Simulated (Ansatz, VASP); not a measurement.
Tl in VASP and in Ansatz

Contents of INCAR:

```
SYSTEM = Tl
PREC = Accurate ; ENCUT = 500
EDIFF = 1E-6 ; ISMEAR = 0
SIGMA = 0.1 ; LREAL = .FALSE.
LASPH = .TRUE. ; NELM = 120
ALGO = Normal ; ISIF = 2
LWAVE = .FALSE. ; LCHARG = .TRUE.
GGA = PS ; LELF = .TRUE.
LVHAR = .TRUE. ; NBANDS = 12
GGA_COMPAT = .FALSE.
```

The input KPOINTS:

```
Automatic mesh
0
G
  8 8 8
  0 0 0
```

POSCAR

```
Tl
1.0
   -1.6316952860      1.6316952860      2.4823863437
    1.6316952860     -1.6316952860      2.4823863437
    1.6316952860      1.6316952860     -2.4823863437
Tl
1
Direct
    0.0000000000      0.0000000000      0.0000000000
```

Input for Ansatz:

```yaml
crystal:
  lattice:
    - [-1.631695286, 1.631695286, 2.4823863437]
    - [1.631695286, -1.631695286, 2.4823863437]
    - [1.631695286, 1.631695286, -2.4823863437]
  atoms:
    - { symbol: Tl, position: [0.0, 0.0, 0.0] }
basis:
  ecutwfc: 420
kpoints:
  mp_grid: { grid: [8, 8, 8] }
hamiltonian:
  xc: pbesol
scf:
  occupations: { method: gaussian, width: 0.1 }
output:
  forces: true
  stress: true
  eigenvalues: true
```

Alike in both runs: task single point; functional PBEsol; k mesh 8 × 8 × 8; occupations gaussian, width 0.1 eV; no spin polarisation.

|  | VASP | Ansatz |
| --- | --- | --- |
| version | VASP 6.6.1 | Ansatz 0.2.0 |
| potentials or method | VASP PAW PBE potentials, release 64 (Tl_d), cutoff 500 eV | scalar-relativistic, plane waves, PAW |
| valence electrons in the cell | 13 | 13 |

```csv
,VASP,Ansatz,Ansatz less VASP
gap on the k mesh at the Fermi level (eV),none,none,-
pressure (GPa),3.2,3.2,+0.05
"traceless stress, the component that is largest in VASP (GPa)",0.67,0.67,+0.006
```

VASP's potentials were made for PBE, not for PBEsol. A gap of «none» marks a metal or a gap that the smearing closes.

Neither program's run includes spin-orbit coupling.
